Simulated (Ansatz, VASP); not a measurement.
# Ti2NbB3: VASP beside Ansatz

```
CELL_PARAMETERS angstrom
4.09751 0.00000 0.00000
0.00000 4.09751 0.00000
0.00000 0.00000 4.65060
ATOMIC_POSITIONS crystal
Ti 0.00000 0.00000 0.50000
Ti 0.50000 0.50000 0.00000
Nb 0.00000 0.00000 0.00000
B 0.00000 0.50000 0.50000
B 0.50000 0.00000 0.50000
B 0.50000 0.50000 0.50000
```

Alike in both runs: task relaxation of cell and atoms; functional PBE; k mesh 10 × 10 × 8; occupations gaussian, width 0.1 eV; no spin polarisation.

```csv
,VASP,Ansatz
version,VASP 6.6.1,Ansatz 0.2.0
potentials or method,"VASP PAW PBE potentials, release 64 (Ti_sv, Nb_sv, B), cutoff 600 eV","scalar-relativistic, plane waves, PAW"
valence electrons in the cell,46,46
```

|  | VASP | Ansatz | Ansatz less VASP |
| --- | --- | --- | --- |
| gap on the k mesh at the Fermi level, each at its own relaxed structure (eV) | none | none | - |
| relaxed volume (Å³/atom) | 13.06 | 13.09 | +0.027 |
| relaxed length of the cell vector where the two differ most in proportion (Å) | 4.078 | 4.084 | +0.0057 |

A gap of «none» marks a metal or a gap that the smearing closes.
